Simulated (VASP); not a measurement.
The system is Au.

```
CELL_PARAMETERS angstrom
2.74841 0.00000 0.00000
0.00000 2.74841 0.00000
0.00000 0.00000 2.74841
ATOMIC_POSITIONS crystal
Au 0.50000 0.50000 0.50000
```

Base run:

- Program: VASP 6.6.1
- Functional: r2SCAN
- Potentials or basis: VASP PAW PBE potentials, release 64 (Au)
- Cutoff: 520 eV
- k mesh: 10 × 10 × 10
- Occupations: fermi-dirac, width 0.05 eV
- Spin: no spin polarisation

Its results: pressure -3.0 GPa.

Q: The run is repeated on the same cell with these changes: functional from r2SCAN to r2SCANh; k mesh from 10 × 10 × 10 to 5 × 5 × 5. What comes out?

A: Pressure -2.4 GPa.

Several settings changed at once, so the effect can't be laid on one alone.

Caveats: some runs use coarse meshes; the PAW data sets were made with another functional, which shifts forces and pressure a little.
